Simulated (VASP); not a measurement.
A run of VASP 6.6.1 is set up as follows.

Contents of INCAR:

```
ALGO = Normal ; EDIFF = 1E-7
ENCUT = 520 ; GGA = PS
ISIF = 2 ; ISMEAR = 0
LASPH = True ; LCHARG = False
LREAL = False ; LWAVE = False
NBANDS = 16 ; NELM = 60
PREC = Accurate ; SIGMA = 0.05
```

KPOINTS

```
k-points
0
Gamma
  8 8 8
```

POSCAR

```
GaP
1.0
    0.0000000000      2.8342600000      2.9432700000
    2.8342600000      0.0000000000      2.9432700000
    2.8342600000      2.8342600000      0.0000000000
Ga P
1 1
Direct
    0.0000000000      0.0000000000      0.0000000000
    0.7500000000      0.7500000000      0.7500000000
```

Potentials or basis: VASP PAW PBE potentials, release 64 (Ga_d, P).

Run with:

```sh
$ cat potpaw_PBE.64/Ga_d/POTCAR potpaw_PBE.64/P/POTCAR > POTCAR
$ mpirun -np 1 vasp_std > vasp.out
```

Q: Estimate the pressure.

A: -9.5 GPa.

Q: What does it give for the band gap on the k mesh?

A: 0.45 eV.

Stress tensor (GPa, compression positive):
```
 -8.61   0.00   0.00
  0.00  -8.61   0.00
  0.00   0.00 -11.37
```

Caveat: the cell differs from its parent crystal (strain +0.040 along x and y, +0.080 along z); the cell stands under tension; semilocal functionals underestimate gaps, and a narrow one can read as zero; the PAW data sets were made with another functional, which shifts forces and pressure a little.
